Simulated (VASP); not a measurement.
## Re (a cell with a defect): single point with LDA

The system is Re (a cell with a defect).

```
CELL_PARAMETERS angstrom
5.52000 0.00000 0.00000
-4.14000 7.17069 0.00000
0.00000 0.00000 4.45740
ATOMIC_POSITIONS crystal
Re 0.00306 0.03331 0.99480
Re 0.21147 0.22785 0.53342
Re 0.08626 0.36536 0.05896
Re 0.21923 0.57676 0.52411
Re 0.98979 0.62701 0.98724
Re 0.10678 0.85937 0.35293
Re 0.36496 0.93770 0.79291
Re 0.75634 0.27922 0.63245
Re 0.51428 0.33533 0.05202
Re 0.67544 0.55213 0.52592
Re 0.54624 0.68783 0.04110
Re 0.71946 0.88052 0.55449
Re 0.62906 0.07821 0.22159
```

| Item | Value |
| --- | --- |
| Program | VASP 6.6.1 |
| Task | single point |
| Functional | LDA |
| Potentials or basis | VASP PAW LDA potentials, release 64 (Re) |
| Cutoff | 520 eV |
| k mesh | 4 × 3 × 4 |
| Occupations | gaussian, width 0.05 eV |
| Spin | no spin polarisation |

```json
{"Pressure": "46.6 GPa", "Largest force": "0.165 eV/Å"}
```

Forces on the atoms (eV/Å):
```
Re  -0.013 -0.054 -0.041
Re   0.033  0.008  0.023
Re   0.008  0.027 -0.034
Re   0.020 -0.048 -0.014
Re  -0.006  0.123  0.109
Re  -0.007  0.003  0.075
Re  -0.009 -0.016 -0.052
Re  -0.003 -0.087 -0.130
Re  -0.026  0.018 -0.015
Re  -0.004 -0.040  0.023
Re  -0.007 -0.004 -0.009
Re   0.044  0.072  0.054
Re  -0.031 -0.002  0.010
```

Stress tensor (GPa, compression positive):
```
43.44  7.70  1.12
 7.70 45.17  7.16
 1.12  7.16 51.09
```

Levels at points of the mesh, in eV from the Fermi level:
```tsv
k point	band 43	band 44	band 45	band 46	band 47	band 48
(0.00, 0.00, 0.00)	-0.63	-0.55	-0.39	-0.27	0.09	0.49
(0.50, 0.00, 0.00)	-0.71	-0.54	-0.36	-0.11	0.15	0.24
(0.00, 0.00, 0.50)	-0.73	-0.17	0.07	0.13	0.47	0.53
(0.50, 0.00, 0.50)	-0.52	-0.40	-0.28	0.13	0.27	0.42
```

Wall time 7.3 min on 1 thread of Intel(R) Xeon(R) Platinum 8375C CPU @ 2.90GHz (Ice Lake), with other jobs on the host, peak memory 0.34 GiB.

Caveat: spin-orbit coupling is left out, which moves the levels of the heavy elements.
